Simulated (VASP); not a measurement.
Here is a VASP 6.6.1 calculation.

The input INCAR:

```
PREC = Accurate
ENCUT = 520
EDIFF = 1E-7
ISMEAR = 0
SIGMA = 0.05
LREAL = Auto
LASPH = T
NELM = 150
ALGO = Normal
ISIF = 2
LWAVE = F
LCHARG = F
ISPIN = 2
MAGMOM = 1.62 0.01 0.01 0.01 0.01 0.01 0.01 0 -0.04 -0.04 -0.04 0 -0.04 0 0 0
LORBIT = 11
LMAXMIX = 4
LDAU = T
LDAUTYPE = 2
LDAUL = 2 -1
LDAUU = 2 0
LDAUJ = 0 0
LDAUPRINT = 1
GGA = PS
NBANDS = 130
```

KPOINTS

```
Automatic mesh
0
Gamma
  3 3 3
```

POSCAR

```
Ge15Mo
1.0
    0.0000000000      5.6575400000      5.6575400000
    5.6575400000      0.0000000000      5.6575400000
    5.6575400000      5.6575400000      0.0000000000
Mo Ge
1 15
Direct
    1.0000000000      0.0000000000      0.0000000000
    0.9995146617      0.9995146617      0.5004853383
    0.9995146617      0.5004853383      0.9995146617
    0.9995146617      0.5004853383      0.5004853383
    0.5004853383      0.9995146617      0.9995146617
    0.5004853383      0.9995146617      0.5004853383
    0.5004853383      0.5004853383      0.9995146617
    0.5000000000      0.5000000000      0.5000000000
    0.1263979545      0.1263979545      0.1263979545
    0.1263979545      0.1263979545      0.6208061366
    0.1263979545      0.6208061366      0.1263979545
    0.1253009340      0.6248996887      0.6248996887
    0.6208061366      0.1263979545      0.1263979545
    0.6248996887      0.1253009340      0.6248996887
    0.6248996887      0.6248996887      0.1253009340
    0.6248996887      0.6248996887      0.6248996887
```

Potentials or basis: VASP PAW PBE potentials, release 64 (Mo_sv, Ge_d).

Launch:

```bash
$ cat potpaw_PBE.64/Mo_sv/POTCAR potpaw_PBE.64/Ge_d/POTCAR > POTCAR
$ mpirun -np 1 vasp_std > vasp.out
```

(1) What does it give for the net moment?

(2) Predict the site moments.

(3) Predict the pressure.

(4) What does it give for the band gap on the k mesh?

## Answers

(1) 2.00 μB per cell.

(2) Mo +1.79; Ge +0.01, -0.00, -0.04, +0.00 (each value once) μB.

(3) 1.3 GPa.

(4) 0.29 eV.

Caveat: the PAW data sets were made with another functional, which shifts forces and pressure a little; an odd mesh through Γ misses points on the zone boundary, where band edges can lie; the U is typed as a test and isn't derived for this compound.
